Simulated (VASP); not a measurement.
Input of a VASP 6.6.1 run:

INCAR

```
SYSTEM = Hf
PREC = Accurate
ENCUT = 520
EDIFF = 1E-7
ISMEAR = -1
SIGMA = 0.08
LREAL = .False.
LASPH = .True.
NELM = 100
ALGO = Normal
ISIF = 2
LWAVE = .False.
LCHARG = .True.
GGA = CA
LELF = .True.
LVHAR = .True.
NBANDS = 11
```

Contents of KPOINTS:

```
regular mesh
0
Gamma
  16 16 16
  0 0 0
```

File POSCAR:

```
Hf
1.0
   -1.8050000000      1.8050000000      1.8050000000
    1.8050000000     -1.8050000000      1.8050000000
    1.8050000000      1.8050000000     -1.8050000000
Hf
1
Direct
    0.0000000000      0.0000000000      0.0000000000
```

Potentials or basis: VASP PAW LDA potentials, release 64 (Hf_pv).

Run with:

```console
$ cat potpaw_LDA.64/Hf_pv/POTCAR > POTCAR
$ mpirun -np 1 vasp_std > vasp.out
```

**Question.** Estimate the band gap on the k mesh.

**Answer.** Zero (band 5 reaches 5.51 eV, above the bottom of band 6 at 3.38 eV).

**Question.** Predict the pressure.

**Answer.** -12.6 GPa.

Caveat: spin-orbit coupling is left out, which moves the levels of the heavy elements.
